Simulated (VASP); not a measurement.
# GeB2C3 (P-3m1) in VASP: notebook

Runs on GeB2C3. Level: PBE. Tasks: single point, relaxation of cell and atoms.

Everything below comes from runs of VASP 6.6.1. Logs are shortened: lines on timing, memory, paths and dates and some standing lists are left out, and cuts for length are marked.

## (1) The cell of the first run

It takes space group P-3m1 (No. 164, trigonal). Conventional cell: a = 2.748 Å, b = 2.748 Å, c = 8.562 Å, α = 90.00°, β = 90.00°, γ = 120.00°. Ge (site symmetry -3m) has 6 Ge at 2.75 Å and 6 C at 2.97 Å and 6 B at 3.00 Å within 3.6 Å. Within 2.1 Å of B (site symmetry 3m) lie 3 C at 1.59 Å. Within 2.1 Å of C (site symmetry 3m) lie 3 B at 1.59 Å. C (site symmetry -3m) has 6 B at 2.35 Å and 12 C at 2.37 to 2.75 Å within 3.1 Å.

## (2) Single point, PBE

File INCAR:

```
SYSTEM = GeB2C3
ALGO = Normal
EDIFF = 1E-6
ENCUT = 520
GGA = PE
ISIF = 2
ISMEAR = 0
LASPH = .TRUE.
LCHARG = .TRUE.
LELF = .TRUE.
LREAL = .FALSE.
LVHAR = .TRUE.
LWAVE = .FALSE.
NBANDS = 25
NELM = 100
PREC = Accurate
SIGMA = 0.1
```

File KPOINTS:

```
k-points
0
G
  6 6 2
  0 0 0
```

File POSCAR:

```
GeB2C3
1.0
    2.7481687693      0.0000000000      0.0000000000
   -1.3740843847      2.3799839681      0.0000000000
    0.0000000000      0.0000000000      8.5623484827
Ge B C
1 2 3
Direct
    0.0000000000      0.0000000000      0.5000000000
    0.3333333333      0.6666666667      0.7976805655
    0.6666666667      0.3333333333      0.2023194345
    0.3333333333      0.6666666667      0.2061413200
    0.6666666667      0.3333333333      0.7938586800
    0.0000000000      0.0000000000      0.0000000000
```

Potentials or basis: VASP PAW PBE potentials, release 64 (Ge_d, B, C).

Launch:

```
> cat potpaw_PBE.64/Ge_d/POTCAR potpaw_PBE.64/B/POTCAR potpaw_PBE.64/C/POTCAR > POTCAR
> mpirun -np 1 vasp_std > vasp.out
```

OUTCAR:

```text
SYSTEM = GeB2C3
   EDIFF = 1E-6
   ENCUT = 520
   GGA = PE
   ISIF = 2
   ISMEAR = 0
   LASPH = .TRUE.
   LREAL = .FALSE.
   NELM = 100
   PREC = Accurate

 ion  position               nearest neighbor table
   1  0.000  0.000  0.500-
   2  0.333  0.667  0.798-   5 1.59   5 1.59   5 1.59
   3  0.667  0.333  0.202-   4 1.59   4 1.59   4 1.59
   4  0.333  0.667  0.206-   3 1.59   3 1.59   3 1.59
   5  0.667  0.333  0.794-   2 1.59   2 1.59   2 1.59
   6  0.000  0.000  0.000-

  LATTYP: Found a hexagonal cell.
 ALAT       =     2.7481687693
 C/A-ratio  =     3.1156559882

  Lattice vectors:

 A1 = (   2.7481687693,   0.0000000000,   0.0000000000)
 A2 = (  -1.3740843847,   2.3799839681,   0.0000000000)
 A3 = (   0.0000000000,   0.0000000000,   8.5623484827)

Analysis of symmetry for initial positions (statically):
=====================================================================
 Subroutine PRICEL returns:
 Original cell was already a primitive cell.

 Routine SETGRP: Setting up the symmetry group for a
 hexagonal supercell.

 Subroutine GETGRP returns: Found 12 space group operations
 (whereof 12 operations were pure point group operations)
 out of a pool of 24 trial point group operations.

The static configuration has the point symmetry D_3d.

Analysis of symmetry for dynamics (positions and initial velocities):
=====================================================================
 Subroutine PRICEL returns:
 Original cell was already a primitive cell.

 Routine SETGRP: Setting up the symmetry group for a
 hexagonal supercell.

 Subroutine GETGRP returns: Found 12 space group operations
 (whereof 12 operations were pure point group operations)
 out of a pool of 24 trial point group operations.

The dynamic configuration has the point symmetry D_3d.

 Subroutine INISYM returns: Found 12 space group operations
 (whereof 12 operations are pure point group operations),
 and found     1 'primitive' translations

----------------------------------------------------------------------------------------

                                     Primitive cell

  volume of cell :      56.0029

  direct lattice vectors                    reciprocal lattice vectors
     2.748168769  0.000000000  0.000000000     0.363878671  0.210085449  0.000000000
    -1.374084385  2.379983968  0.000000000     0.000000000  0.420170898  0.000000000
     0.000000000  0.000000000  8.562348483     0.000000000  0.000000000  0.116790388

  length of vectors
     2.748168769  2.748168769  8.562348483     0.420170898  0.420170898  0.116790388

  position of ions in fractional coordinates (direct lattice)
     0.000000000  0.000000000  0.500000000
     0.333333333  0.666666667  0.797680566
     0.666666667  0.333333333  0.202319434
     0.333333333  0.666666667  0.206141320
     0.666666667  0.333333333  0.793858680
     0.000000000  0.000000000  0.000000000

  ion indices of the primitive-cell ions
   primitive index   ion index
                 1           1
                 2           2
                 3           3
                 4           4
                 5           5
                 6           6

----------------------------------------------------------------------------------------

 KPOINTS: k-points

Automatic generation of k-mesh.
 Grid dimensions read from file:
 generate k-points for:    6    6    2

 Generating k-lattice:

  Cartesian coordinates                     Fractional coordinates (reciprocal lattice)
     0.060646445  0.035014241  0.000000000     0.166666667  0.000000000  0.000000000
     0.000000000  0.070028483  0.000000000     0.000000000  0.166666667  0.000000000
     0.000000000  0.000000000  0.058395194     0.000000000  0.000000000  0.500000000

  Length of vectors
     0.070028483  0.070028483  0.058395194

  Shift w.r.t. Gamma in fractional coordinates (k-lattice)
     0.000000000  0.000000000  0.000000000

 Subroutine IBZKPT returns following result:
 ===========================================

 Found     14 irreducible k-points:

 Following reciprocal coordinates:
            Coordinates               Weight
  0.000000  0.000000  0.000000      1.000000
  0.166667  0.000000  0.000000      6.000000
  0.333333  0.000000  0.000000      6.000000
  0.500000 -0.000000  0.000000      3.000000
  0.166667  0.166667  0.000000      6.000000
  0.333333  0.166667  0.000000     12.000000
  0.333333  0.333333  0.000000      2.000000
  0.000000  0.000000  0.500000      1.000000
  0.166667  0.000000  0.500000      6.000000
  0.333333  0.000000  0.500000      6.000000
  0.500000 -0.000000  0.500000      3.000000
  0.166667  0.166667  0.500000      6.000000
  0.333333  0.166667  0.500000     12.000000
  0.333333  0.333333  0.500000      2.000000
   k-points           NKPTS =     14   k-points in BZ     NKDIM =     14   number of bands    NBANDS=     25
   number of dos      NEDOS =    301   number of ions     NIONS =      6
   total plane-waves  NPLWV =  25600
   dimension x,y,z NGX =    20 NGY =   20 NGZ =   64
   dimension x,y,z NGXF=    40 NGYF=   40 NGZF=  128
   ions per type =               1   2   3
   NGX,Y,Z   is equivalent  to a cutoff of  12.10, 12.10, 12.43 a.u.
   NGXF,Y,Z  is equivalent  to a cutoff of  24.20, 24.20, 24.85 a.u.
 SYSTEM =  GeB2C3
   PREC   = accura    normal or accurate (medium, high low for compatibility)
   ISTART =      0    job   : 0-new  1-cont  2-samecut
   ICHARG =      2    charge: 1-file 2-atom 10-const
   ISPIN  =      1    spin polarized calculation?
   LNONCOLLINEAR =      F non collinear calculations
   LSORBIT =      F    spin-orbit coupling
   LASPH  =      T    aspherical Exc in radial PAW
   ENCUT  =  520.0 eV  38.22 Ry    6.18 a.u.   5.11  5.11 15.92*2*pi/ulx,y,z
   NELM   =    100;   NELMIN=  2; NELMDL= -5     # of ELM steps
   EDIFF  = 0.1E-05   stopping-criterion for ELM
   LREAL  =      F    real-space projection
   EDIFFG = 0.1E-04   stopping-criterion for IOM
   NSW    =      0    number of steps for IOM
   IBRION =     -1    ionic relax: 0-MD 1-quasi-New 2-CG
   NFREE  =      0    steps in history (QN), initial steepest desc. (CG)
   ISIF   =      2    stress and relaxation
   ISYM   =      2    0-nonsym 1-usesym 2-fastsym
   POTIM  = 0.5000    time-step for ionic-motion
   TEBEG  =    0.0;   TEEND  =   0.0 temperature during run
   PSTRESS=    0.0 pullay stress
   NELECT =      32.0000    total number of electrons
   NUPDOWN=      -1.0000    fix difference up-down
   EMIN   =  10.00;   EMAX   =-10.00  energy-range for DOS
   EFERMI =   0.00;   METHOD = LEGACY
   ISMEAR =     0;   SIGMA  =   0.10  broadening in eV -4-tet -1-fermi 0-gaus
   EFERMI_NEDOS =   21; number of points for ismear=-14 and -15
   IALGO  =     38    algorithm
   IMIX   =      4    mixing-type and parameters
     AMIX     =   0.40;   BMIX     =  1.00
     AMIX_MAG =   1.60;   BMIX_MAG =  1.00
  volume/ion in A,a.u.               =       9.33        62.99
  Fermi-wavevector in a.u.,A,eV,Ry     =   1.358485  2.567164 25.109285  1.845480
  Thomas-Fermi vector in A             =   2.485314
   LORBIT       =      0    0 simple, 1 ext, 2 COOP (PROOUT), +10 PAW based schemes
   GGA     = PE    functional components
   LHFCALC =     F    Hartree Fock is set to
   AEXX    =    0.0000 exact exchange contribution
   IVDW    =     0    specifies the selected vdW correction
   LEPSILON=     F    determine dielectric tensor
   LRPA    =     F    only Hartree local field effects (RPA)
 non-spin polarized calculation
 Gauss-broadening in eV      SIGMA  =   0.10
  energy-cutoff  :      520.00
  volume of cell :       56.00
 maximum number of plane-waves:      1520
   NGX = 11   NGY = 11   NGZ = 31

 number of electron      31.9999988 magnetization

 Free energy of the ion-electron system (eV)
  ---------------------------------------------------
  ext. energy  EPLUGINS =         0.00000000
  ---------------------------------------------------
  free energy    TOTEN  =       -37.86078170 eV

  energy without entropy =      -37.84402959  energy(sigma->0) =      -37.85240565

 E-fermi :   6.2313     XC(G=0): -11.7306

 val. band max:        6.2294902561   @ k =   0.3333   0.0000   0.0000
 cond. band min:       6.3105061650   @ k =   0.0000   0.0000   0.0000
 fundamental gap:      0.0810159088
 Fermi energy:         6.2312795525

 k-point     1 :       0.0000    0.0000    0.0000
  band No.  band energies     occupation
      1     -18.7708      2.00000
      2     -18.6416      2.00000
      3     -18.6416      2.00000
      4     -18.6080      2.00000
      5     -18.6080      2.00000
      6      -9.8956      2.00000
[... 17 lines left out ...]
     24      16.8250      0.00000
     25      17.0086      0.00000

 k-point     2 :       0.1667    0.0000    0.0000
  band No.  band energies     occupation
      1     -18.7460      2.00000
      2     -18.6472      2.00000
      3     -18.6332      2.00000
      4     -18.6136      2.00000
      5     -18.5980      2.00000
      6      -9.3245      2.00000
[... 17 lines left out ...]
     24      15.4291      0.00000
     25      15.5413      0.00000

 k-point     3 :       0.3333    0.0000    0.0000
  band No.  band energies     occupation
      1     -18.7373      2.00000
      2     -18.6824      2.00000
      3     -18.6245      2.00000
      4     -18.6208      2.00000
      5     -18.5098      2.00000
      6      -7.6570      2.00000
[... 272 lines left out ...]
 k-point    13 :       0.3333    0.1667    0.5000
  band No.  band energies     occupation
      1     -18.6993      2.00000
      2     -18.6937      2.00000
      3     -18.6429      2.00000
      4     -18.6102      2.00000
      5     -18.4995      2.00000
      6      -6.0517      2.00000
[... 17 lines left out ...]
     24      15.2632      0.00000
     25      16.1869      0.00000

 k-point    14 :       0.3333    0.3333    0.5000
  band No.  band energies     occupation
      1     -18.6757      2.00000
      2     -18.6757      2.00000
      3     -18.6445      2.00000
      4     -18.5682      2.00000
      5     -18.5682      2.00000
      6      -4.2886      2.00000
[... 17 lines left out ...]
     24      17.2171      0.00000
     25      17.2171      0.00000

------------------------ aborting loop because EDIFF is reached ----------------------------------------

  FORCE on cell =-STRESS in cart. coord.  units (eV):
  Direction    XX          YY          ZZ          XY          YZ          ZX
  --------------------------------------------------------------------------------------
  -------------------------------------------------------------------------------------
  Total       -0.0816448     -0.0816448     -0.0305425      0.0000000      0.0000000      0.0000000
  in kB       -2.3357624     -2.3357624     -0.8737854      0.0000000      0.0000000      0.0000000
  external PRESSURE =      -1.8484367 kB  Pullay stress =       0.0000000 kB

 VOLUME and BASIS-vectors are now :
 -----------------------------------------------------------------------------
  energy-cutoff  :      520.00
  volume of cell :       56.00
      direct lattice vectors                 reciprocal lattice vectors
     2.748168769  0.000000000  0.000000000     0.363878671  0.210085449  0.000000000
    -1.374084385  2.379983968  0.000000000     0.000000000  0.420170898  0.000000000
     0.000000000  0.000000000  8.562348483     0.000000000  0.000000000  0.116790388

 POSITION                                       TOTAL-FORCE (eV/Angst)
 -----------------------------------------------------------------------------------
      0.00000      0.00000      4.28117        -0.000000      0.000000      0.000000
     -0.00000      1.58666      6.83002        -0.000000      0.000000      0.028617
      1.37408      0.79333      1.73233         0.000000     -0.000000     -0.028617
     -0.00000      1.58666      1.76505        -0.000000      0.000000      0.012142
      1.37408      0.79333      6.79729         0.000000      0.000000     -0.012142
      0.00000      0.00000      0.00000        -0.000000      0.000000      0.000000
 -----------------------------------------------------------------------------------
    total drift:                               -0.000000      0.000000      0.000000

  FREE ENERGIE OF THE ION-ELECTRON SYSTEM (eV)
  ---------------------------------------------------
  free  energy   TOTEN  =       -37.8607817014 eV

  energy  without entropy=      -37.8440295935  energy(sigma->0) =      -37.85240565
```

Wall time 13 s (1 thread of AMD EPYC 9R45 (Zen 5), shared host); peak memory 0.14 GiB.

What came out:

```yaml
Free_energy: -37.8608 eV
Pressure: -0.2 GPa
Largest_force: 0.029 eV/Å
Band_gap_on_the_k_mesh: zero (band 16 reaches 8.45 eV, above the bottom of band 17 at 3.62 eV)
```

Forces on the atoms (eV/Å):
```
Ge   0.000  0.000  0.000
B    0.000  0.000  0.029
B    0.000  0.000 -0.029
C    0.000  0.000  0.012
C    0.000  0.000 -0.012
C    0.000  0.000  0.000
```

Stress tensor (GPa, compression positive):
```
-0.23  0.00  0.00
 0.00 -0.23  0.00
 0.00  0.00 -0.09
```

Caveat: the k points lie up to 0.44 Å⁻¹ apart.

(Continued in part 2 of 2.)
